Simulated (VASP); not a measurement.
Crystal: Ni.

```
Ni
1.0
     0.00000    1.67720    1.67720
     1.67720    0.00000    1.67720
     1.67720    1.67720    0.00000
Ni
1
Direct
  0.00000 0.00000 0.00000
```

Base run:

| Item | Value |
| --- | --- |
| Program | VASP 6.6.1 |
| Functional | LDA |
| Potentials or basis | VASP PAW LDA potentials, release 64 (Ni) |
| Cutoff | 520 eV |
| k mesh | 24 × 24 × 24 |
| Occupations | gaussian, width 0.15 eV |
| Spin | collinear spin, ferromagnetic start |
| Starting moments | [1.0] μB |
| Fixed moment | 1 μB |

Its results: pressure 23.1 GPa; site moments Ni +0.98 μB.

Task: The run is repeated on the same cell with these changes: fixed moment from 1 μB to 0.5 μB; moments at the start from [1.0] to [0.5]. What comes out?

Result: Pressure 17.6 GPa; site moments Ni +0.50 μB.

Caveats: the total moment is fixed, so each spin has its own Fermi level.
